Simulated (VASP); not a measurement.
Write the native input for VASP 6.6.1 that does the following.

- Task: single point
- Functional: PBE
- Potentials or basis: VASP PAW PBE potentials, release 64 (Sr_sv, Ir)
- Cutoff: 520 eV
- k mesh: 12 × 12 × 12
- Occupations: gaussian, width 0.1 eV
- Spin: no spin polarisation
- Dipole correction: no
- Further INCAR settings: ALGO = Fast; EDIFF = 1e-06; NBANDS = 26

The structure of SrIr3 lies in POSCAR:

```
SrIr3
1.0
    4.1263604282      0.0000000000      0.0000000000
    0.0000000000      4.1263604282      0.0000000000
    0.0000000000      0.0000000000      4.1263604282
Sr Ir
1 3
Direct
    0.0000000000      0.0000000000      0.0000000000
    0.0000000000      0.5000000000      0.5000000000
    0.5000000000      0.0000000000      0.5000000000
    0.5000000000      0.5000000000      0.0000000000
```

The input as run:

INCAR

```
SYSTEM = SrIr3
  PREC = Accurate
  ENCUT = 520
  EDIFF = 1E-6
  ISMEAR = 0
  SIGMA = 0.1
  LREAL = .FALSE.
  LASPH = .TRUE.
  NELM = 100
  ALGO = Fast
  ISIF = 2
  LWAVE = .FALSE.
  LCHARG = .TRUE.
  GGA = PE
  LELF = .TRUE.
  LVHAR = .TRUE.
  NBANDS = 26
```

KPOINTS

```
regular mesh
0
G
  12 12 12
  0 0 0
```

Potentials or basis: VASP PAW PBE potentials, release 64 (Sr_sv, Ir).

The run is started by

```console
$ cat potpaw_PBE.64/Sr_sv/POTCAR potpaw_PBE.64/Ir/POTCAR > POTCAR
$ mpirun -np 1 vasp_std > vasp.out
```

Results of the run:

| Property | Result |
| --- | --- |
| Pressure | 0.8 GPa |

Run time: 74 s on 1 thread of Intel(R) Xeon(R) 6975P-C (Granite Rapids) (shared host), peak memory 0.28 GiB.
